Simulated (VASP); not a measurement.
Runs of VASP 6.6.1 on NaF. The structure is that of space group I4/mmm (No. 139), or close to it. The cells are those of the table. 

| cell | gap on the mesh (eV) | pressure (GPa) |
| --- | --- | --- |
| a = 3.290, b = 3.290, c = 3.121 Å, angles 61.7, 61.7, 56.6°, 2 atoms | (a) | (c) |
| a = 3.287, b = 3.287, c = 3.368 Å, angles 59.2, 59.2, 61.6°, 2 atoms | 6.12 | 0.7 |
| a = 3.205, b = 3.205, c = 3.286 Å, angles 59.2, 59.2, 61.7°, 2 atoms | 6.53 | 5.0 |
| a = 3.290, b = 3.290, c = 3.450 Å, angles 58.4, 58.4, 63.2°, 2 atoms | (b) | (d) |
| a = 3.329, b = 3.329, c = 3.450 Å, angles 58.8, 58.8, 62.4°, 2 atoms | 5.88 | -1.1 |
| a = 3.247, b = 3.247, c = 3.368 Å, angles 58.8, 58.8, 62.5°, 2 atoms | 6.25 | 2.5 |
| a = 3.369, b = 3.369, c = 3.450 Å, angles 59.2, 59.2, 61.6°, 2 atoms | 5.76 | -2.4 |

Alike in all rows: task single point; level PBE; potentials or basis VASP PAW PBE potentials, release 64 (Na_pv, F); no spin polarisation; k mesh 8 × 8 × 8; cutoff (eV) 520; smearing gaussian 0.05 eV.

Problem. Fill in the values left out.

Solution. (a) 6.52; (b) 6.00; (c) 6.2; (d) 0.5.

